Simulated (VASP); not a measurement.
# Pt (P6_3/mmc) in VASP: a series of runs

Runs on Pt. Level: PBEsol. Tasks: relaxation of cell and atoms.

Program: VASP 6.6.1. These are calculated values, not measurements. Logs are shortened: lines on timing, memory, paths and dates and some standing lists are left out, and cuts for length are marked.

### 1 The cell of the first run

The structure is hexagonal, space group P6_3/mmc (No. 194). The conventional cell has a = 2.761 Å, b = 2.761 Å, c = 4.792 Å, α = 90.00°, β = 90.00°, γ = 120.00°. Pt (site symmetry -6m2) has 12 Pt at 2.76 to 2.88 Å within 3.6 Å.

This isn't the form of Pt at room conditions, which is fcc.

### 2 Relaxation of cell and atoms, PBEsol

File INCAR:

```
ALGO = Normal
EDIFF = 1E-6
EDIFFG = -0.001
ENCUT = 600
GGA = PS
IBRION = 2
ISIF = 3
ISMEAR = 1
ISYM = 0
LASPH = True
LCHARG = False
LREAL = False
LWAVE = False
NELM = 100
NSW = 80
PREC = Accurate
SIGMA = 0.1
```

File KPOINTS:

```
Automatic mesh
0
Gamma
  12 12 6
  0.5 0.5 0.5
```

File POSCAR:

```
Pt
1.0
    2.7606660000      0.0000000000      0.0000000000
   -1.3803330000      2.3908070000      0.0000000000
    0.0000000000      0.0000000000      4.7921340000
Pt
2
Direct
    0.6666666667      0.3333333333      0.7500000000
    0.3333333333      0.6666666667      0.2500000000
```

Potentials or basis: VASP PAW PBE potentials, release 64 (Pt).

Run with:

```sh
cat potpaw_PBE.64/Pt/POTCAR > POTCAR
mpirun -np 1 vasp_std > vasp.out
```

OUTCAR:

```text
EDIFF = 1E-6
   EDIFFG = -0.001
   ENCUT = 600
   GGA = PS
   IBRION = 2
   ISIF = 3
   ISMEAR = 1
   ISYM = 0
   LASPH = True
   LREAL = False
   NELM = 100
   NSW = 80
   PREC = Accurate

 ion  position               nearest neighbor table
   1  0.667  0.333  0.750-   2 2.88   2 2.88   2 2.88   2 2.88   2 2.88   2 2.88
   2  0.333  0.667  0.250-   1 2.88   1 2.88   1 2.88   1 2.88   1 2.88   1 2.88

IMPORTANT INFORMATION: All symmetrisations will be switched off!
NOSYMM: (Re-)initialisation of all symmetry stuff for point group C_1.

----------------------------------------------------------------------------------------

                                     Primitive cell

  volume of cell :      31.6291

  direct lattice vectors                    reciprocal lattice vectors
     2.760666000  0.000000000  0.000000000     0.362231433  0.209134405  0.000000000
    -1.380333000  2.390807000  0.000000000     0.000000000  0.418268810  0.000000000
     0.000000000  0.000000000  4.792134000     0.000000000  0.000000000  0.208675300

  length of vectors
     2.760666000  2.760666098  4.792134000     0.418268825  0.418268810  0.208675300

  position of ions in fractional coordinates (direct lattice)
     0.666666667  0.333333333  0.750000000
     0.333333333  0.666666667  0.250000000

  ion indices of the primitive-cell ions
   primitive index   ion index
                 1           1
                 2           2

----------------------------------------------------------------------------------------

 KPOINTS: Automatic mesh

Automatic generation of k-mesh.
 Grid dimensions read from file:
 generate k-points for:   12   12    6

 Generating k-lattice:

  Cartesian coordinates                     Fractional coordinates (reciprocal lattice)
     0.030185953  0.017427867  0.000000000     0.083333333  0.000000000  0.000000000
     0.000000000  0.034855734  0.000000000     0.000000000  0.083333333  0.000000000
     0.000000000  0.000000000  0.034779217     0.000000000  0.000000000  0.166666667

  Length of vectors
     0.034855735  0.034855734  0.034779217

  Shift w.r.t. Gamma in fractional coordinates (k-lattice)
     0.500000000  0.500000000  0.500000000

 Subroutine IBZKPT returns following result:
 ===========================================

 Found   1296 irreducible k-points:

 Following reciprocal coordinates:
            Coordinates               Weight
  0.041667  0.041667  0.083333      2.000000
 -0.041667  0.083333  0.083333      2.000000
 -0.083333  0.041667  0.083333      2.000000
 -0.041667 -0.041667  0.083333      2.000000
  0.041667 -0.083333  0.083333      2.000000
  0.083333 -0.041667  0.083333      2.000000
[... 16 lines left out ...]
  0.041667 -0.250000  0.083333      2.000000
  0.250000 -0.208333  0.083333      2.000000
 [... further k-points ...]
   k-points           NKPTS =   1296   k-points in BZ     NKDIM =   1296   number of bands    NBANDS=     14
   number of dos      NEDOS =    301   number of ions     NIONS =      2
   total plane-waves  NPLWV =  23040
   dimension x,y,z NGX =    24 NGY =   24 NGZ =   40
   dimension x,y,z NGXF=    48 NGYF=   48 NGZF=   80
   ions per type =               2
   NGX,Y,Z   is equivalent  to a cutoff of  14.45, 14.45, 13.88 a.u.
   NGXF,Y,Z  is equivalent  to a cutoff of  28.91, 28.91, 27.75 a.u.
 SYSTEM =  unknown system
   PREC   = accura    normal or accurate (medium, high low for compatibility)
   ISTART =      0    job   : 0-new  1-cont  2-samecut
   ICHARG =      2    charge: 1-file 2-atom 10-const
   ISPIN  =      1    spin polarized calculation?
   LNONCOLLINEAR =      F non collinear calculations
   LSORBIT =      F    spin-orbit coupling
   LASPH  =      T    aspherical Exc in radial PAW
   ENCUT  =  600.0 eV  44.10 Ry    6.64 a.u.   5.51  5.51  9.57*2*pi/ulx,y,z
   NELM   =    100;   NELMIN=  2; NELMDL= -5     # of ELM steps
   EDIFF  = 0.1E-05   stopping-criterion for ELM
   LREAL  =      F    real-space projection
   EDIFFG = -.1E-02   stopping-criterion for IOM
   NSW    =     80    number of steps for IOM
   IBRION =      2    ionic relax: 0-MD 1-quasi-New 2-CG
   NFREE  =      1    steps in history (QN), initial steepest desc. (CG)
   ISIF   =      3    stress and relaxation
   ISYM   =      0    0-nonsym 1-usesym 2-fastsym
   POTIM  = 0.5000    time-step for ionic-motion
   TEBEG  =    0.0;   TEEND  =   0.0 temperature during run
   PSTRESS=    0.0 pullay stress
   NELECT =      20.0000    total number of electrons
   NUPDOWN=      -1.0000    fix difference up-down
   EMIN   =  10.00;   EMAX   =-10.00  energy-range for DOS
   EFERMI =   0.00;   METHOD = LEGACY
   ISMEAR =     1;   SIGMA  =   0.10  broadening in eV -4-tet -1-fermi 0-gaus
   EFERMI_NEDOS =   21; number of points for ismear=-14 and -15
   IALGO  =     38    algorithm
   IMIX   =      4    mixing-type and parameters
     AMIX     =   0.40;   BMIX     =  1.00
     AMIX_MAG =   1.60;   BMIX_MAG =  1.00
  volume/ion in A,a.u.               =      15.81       106.72
  Fermi-wavevector in a.u.,A,eV,Ry     =   1.405149  2.655347 26.863938  1.974444
  Thomas-Fermi vector in A             =   2.527639
   LORBIT       =      0    0 simple, 1 ext, 2 COOP (PROOUT), +10 PAW based schemes
   GGA     = PS    functional components
   LHFCALC =     F    Hartree Fock is set to
   AEXX    =    0.0000 exact exchange contribution
   IVDW    =     0    specifies the selected vdW correction
   LEPSILON=     F    determine dielectric tensor
   LRPA    =     F    only Hartree local field effects (RPA)
 conjugate gradient relaxation of ions
 non-spin polarized calculation
 Methfessel and Paxton  Order N= 1 SIGMA  =   0.10
  energy-cutoff  :      600.00
  volume of cell :       31.63
 maximum number of plane-waves:      1078
 NGX is ok and might be reduce to    24
   NGX = 11   NGY = 11   NGZ = 19

--------------------------------------- Ionic step        1  -------------------------------------------

 number of electron      20.0000003 magnetization

 Free energy of the ion-electron system (eV)
  ---------------------------------------------------
  ext. energy  EPLUGINS =         0.00000000
  ---------------------------------------------------
  free energy    TOTEN  =       -13.75355446 eV

  energy without entropy =      -13.75228525  energy(sigma->0) =      -13.75313139

------------------------ aborting loop because EDIFF is reached ----------------------------------------

  FORCE on cell =-STRESS in cart. coord.  units (eV):
  Direction    XX          YY          ZZ          XY          YZ          ZX
  --------------------------------------------------------------------------------------
  -------------------------------------------------------------------------------------
  Total       -2.2251649     -2.2251670     -2.2649790      0.0000010      0.0000002      0.0000001
  in kB     -112.7159671   -112.7160754   -114.7327567      0.0000503      0.0000104      0.0000029
  external PRESSURE =    -113.3882664 kB  Pullay stress =       0.0000000 kB
[... 89 lines left out ...]
  FREE ENERGIE OF THE ION-ELECTRON SYSTEM (eV)
  ---------------------------------------------------
  free  energy   TOTEN  =       -13.8049780916 eV

  energy  without entropy=      -13.8035464779  energy(sigma->0) =      -13.80450089

[... ionic steps 4 to 17 ...]

--------------------------------------- Ionic step       18  -------------------------------------------

 number of electron      20.0000000 magnetization

------------------------ aborting loop because EDIFF is reached ----------------------------------------

  FORCE on cell =-STRESS in cart. coord.  units (eV):
  Direction    XX          YY          ZZ          XY          YZ          ZX
  --------------------------------------------------------------------------------------
  -------------------------------------------------------------------------------------
  Total       -0.0061484     -0.0061488     -0.0043202     -0.0000001      0.0000000      0.0000000
  in kB       -0.3259619     -0.3259818     -0.2290387     -0.0000065      0.0000013      0.0000002
  external PRESSURE =      -0.2936608 kB  Pullay stress =       0.0000000 kB
[... 57 lines left out ...]
  energy  without entropy=      -13.8047068514  energy(sigma->0) =      -13.80568484

--------------------------------------- Ionic step       20  -------------------------------------------

 number of electron      20.0000000 magnetization

 Free energy of the ion-electron system (eV)
  ---------------------------------------------------
  ext. energy  EPLUGINS =         0.00000000
  ---------------------------------------------------
  free energy    TOTEN  =       -13.80617361 eV

  energy without entropy =      -13.80470658  energy(sigma->0) =      -13.80568460

 E-fermi :  11.0346     XC(G=0): -13.6134

 val. band max:       11.0314662995   @ k =   0.1250  -0.2083  -0.4167
 cond. band min:      11.0368676769   @ k =  -0.4583   0.0417   0.2500
 fundamental gap:      0.0054013775
 Fermi energy:        11.0345992685

 k-point     1 :       0.0417    0.0417    0.0833
  band No.  band energies     occupation
      1       1.0407      2.00000
      2       3.7001      2.00000
      3       6.8116      2.00000
      4       7.3301      2.00000
      5       7.4963      2.00000
      6       7.6319      2.00000
      7       7.8930      2.00000
      8       8.8171      2.00000
      9       8.9326      2.00000
     10       9.1831      2.00000
     11      10.8241      2.01124
     12      11.7807     -0.00000
     13      16.5082      0.00000
     14      26.0675      0.00000
[... 375 lines left out ...]
 k-point    24 :       0.2500   -0.2083    0.0833
  band No.  band energies     occupation
      1       2.6296      2.00000
      2       4.8041      2.00000
      3       6.4491      2.00000
      4       6.5405      2.00000
      5       6.9852      2.00000
      6       7.9936      2.00000
      7       8.3420      2.00000
      8       8.5557      2.00000
      9       8.9348      2.00000
     10       9.2094      2.00000
     11      10.9661      1.90927
     12      14.6417      0.00000
     13      16.9939      0.00000
     14      24.3428      0.00000

 [... further k-points ...]
[... 5 lines left out ...]
  --------------------------------------------------------------------------------------
  -------------------------------------------------------------------------------------
  Total       -0.0011358     -0.0011361      0.0003607     -0.0000001      0.0000000     -0.0000000
  in kB       -0.0602209     -0.0602405      0.0191275     -0.0000031      0.0000009     -0.0000001
  external PRESSURE =      -0.0337780 kB  Pullay stress =       0.0000000 kB
[... 17 lines left out ...]
  FREE ENERGIE OF THE ION-ELECTRON SYSTEM (eV)
  ---------------------------------------------------
  free  energy   TOTEN  =       -13.8061736143 eV

  energy  without entropy=      -13.8047065817  energy(sigma->0) =      -13.80568460

 reached required accuracy - stopping structural energy minimisation
```

Run time: 23 min. Hardware: 1 thread of Intel Xeon 6975P-C (Granite Rapids), shared host; peak memory 0.77 GiB.

What came out:

```yaml
Free_energy: -13.8062 eV
Relaxed_volume: 15.11 Å³/atom
Relaxed_cell: a = 2.727 Å, b = 2.727 Å, c = 4.692 Å, α = 90.00°, β = 90.00°, γ = 120.00°
Space_group_after_relaxing_to_0.1_Å: P6_3/mmc (No. 194)
Energy_gained_by_relaxing: 26.3 meV/atom
Ionic_steps: 20
Pressure_after_relaxing: 0.0 GPa
Band_gap_on_the_k_mesh: zero (bands 10 and 11 overlap by 1.17 eV)
```

The path:
```tsv
step	energy change (eV)	largest force (eV/Å)	pressure (GPa)	volume (Å³)
1	0.0000	0.0000	-11.34	31.63
2	0.4048	0.0000	48.03	26.78
3	-0.0514	0.0000	-0.58	30.30
4	-0.0515	0.0000	-0.13	30.25
5	-0.0515	0.0000	0.14	30.23
6	-0.0526	0.0000	0.18	30.20
7	-0.0526	0.0000	0.19	30.20
8	-0.0526	0.0000	0.19	30.20
9	-0.0525	0.0000	-0.43	30.27
10	-0.0526	0.0000	0.00	30.22
11	-0.0526	0.0000	0.02	30.22
12	-0.0526	0.0000	0.01	30.22
13	-0.0526	0.0000	0.00	30.22
14	-0.0526	0.0000	0.00	30.22
15	-0.0526	0.0000	0.01	30.22
16	-0.0526	0.0000	0.01	30.22
17	-0.0526	0.0000	0.02	30.22
18	-0.0526	0.0000	-0.03	30.22
19	-0.0526	0.0000	-0.01	30.22
20	-0.0526	0.0000	0.00	30.22
```

Final structure:
```
CELL_PARAMETERS angstrom
2.72706 0.00000 0.00000
-1.36353 2.36170 0.00000
0.00000 0.00000 4.69174
ATOMIC_POSITIONS crystal
Pt 0.66667 0.33333 0.75000
Pt 0.33333 0.66667 0.25000
```

Caveat: the PAW data sets were made with another functional, which shifts forces and pressure a little; spin-orbit coupling is left out, which moves the levels of the heavy elements.

### 3 Relaxation of cell and atoms, PBEsol, target pressure 5 GPa, at which the enthalpy is minimised

File INCAR:

```
SYSTEM = Pt
  ALGO = Normal
  EDIFF = 1E-6
  EDIFFG = -0.001
  ENCUT = 600
  GGA = PS
  IBRION = 2
  ISIF = 3
  ISMEAR = 1
  ISYM = 0
  LASPH = .TRUE.
  LCHARG = .FALSE.
  LREAL = .FALSE.
  LWAVE = .FALSE.
  NELM = 100
  NSW = 80
  PREC = Accurate
  PSTRESS = 50.0
  SIGMA = 0.1
```

KPOINTS is that of step 2.

POSCAR is that of step 2.

Potentials or basis: VASP PAW PBE potentials, release 64 (Pt).

Run with:

```sh
cat potpaw_PBE.64/Pt/POTCAR > POTCAR
mpirun -np 1 vasp_std > vasp.out
```

It took 47 min on 1 thread of Intel Xeon Platinum 8259CL at 2.50GHz (Skylake/Cascade Lake), shared host; peak memory 0.78 GiB.

It converged, with:

- Free energy: -13.7985 eV
- Relaxed volume: 14.86 Å³/atom
- Relaxed cell: a = 2.714 Å, b = 2.714 Å, c = 4.658 Å, α = 90.00°, β = 90.00°, γ = 120.00°
- Space group after relaxing (to 0.1 Å): P6_3/mmc (No. 194)
- Energy change on relaxing (the run minimises the enthalpy): -22.4 meV/atom
- Ionic steps: 21
- Pressure after relaxing: 5.0 GPa
- Band gap on the k mesh: zero (bands 10 and 11 overlap by 1.20 eV)

The path:
| step | energy change (eV) | largest force (eV/Å) | pressure (GPa) | volume (Å³) |
| --- | --- | --- | --- | --- |
| 1 | 0.0000 | 0.0000 | -11.34 | 31.63 |
| 2 | 1.2681 | 0.0000 | 95.63 | 24.81 |
| 3 | -0.0473 | 0.0000 | 3.68 | 29.87 |
| 4 | -0.0449 | 0.0000 | 4.64 | 29.77 |
| 5 | -0.0438 | 0.0000 | 5.01 | 29.74 |
| 6 | -0.0447 | 0.0000 | 5.08 | 29.70 |
| 7 | -0.0446 | 0.0000 | 5.08 | 29.70 |
| 8 | -0.0455 | 0.0000 | 4.79 | 29.73 |
| 9 | -0.0449 | 0.0000 | 4.98 | 29.71 |
| 10 | -0.0448 | 0.0000 | 4.99 | 29.71 |
| 11 | -0.0448 | 0.0000 | 5.03 | 29.71 |
| 12 | -0.0448 | 0.0000 | 5.05 | 29.71 |
| 13 | -0.0448 | 0.0000 | 5.02 | 29.71 |
| 14 | -0.0449 | 0.0000 | 5.02 | 29.71 |
| 15 | -0.0451 | 0.0000 | 4.94 | 29.72 |
| 16 | -0.0449 | 0.0000 | 4.98 | 29.71 |
| 17 | -0.0449 | 0.0000 | 4.97 | 29.71 |
| 18 | -0.0449 | 0.0000 | 4.98 | 29.71 |
| 19 | -0.0449 | 0.0000 | 4.99 | 29.71 |
| 20 | -0.0449 | 0.0000 | 4.99 | 29.71 |
| 21 | -0.0449 | 0.0000 | 4.99 | 29.71 |

Final structure:
```cif
data_structure
_symmetry_space_group_name_H-M 'P 1'
_symmetry_Int_Tables_number 1
_cell_length_a 2.7139
_cell_length_b 2.7139
_cell_length_c 4.6581
_cell_angle_alpha 90.000
_cell_angle_beta 90.000
_cell_angle_gamma 120.000
_cell_volume 29.71
loop_
_atom_site_label
_atom_site_type_symbol
_atom_site_fract_x
_atom_site_fract_y
_atom_site_fract_z
_atom_site_occupancy
Pt1 Pt 0.66667 0.33333 0.75000 1
Pt2 Pt 0.33333 0.66667 0.25000 1
```

Levels at points of the mesh, in eV from the Fermi level:
| k point | band 7 | band 8 | band 9 | band 10 | band 11 | band 12 | band 13 | band 14 |
| --- | --- | --- | --- | --- | --- | --- | --- | --- |
| (0.04, 0.04, 0.08) | -3.22 | -2.30 | -2.18 | -1.92 | -0.22 | 0.75 | 5.62 | 15.00 |

Caveat: the cell is relaxed towards a set pressure, so the run minimises the enthalpy, not the energy; the PAW data sets were made with another functional, which shifts forces and pressure a little; spin-orbit coupling is left out, which moves the levels of the heavy elements.
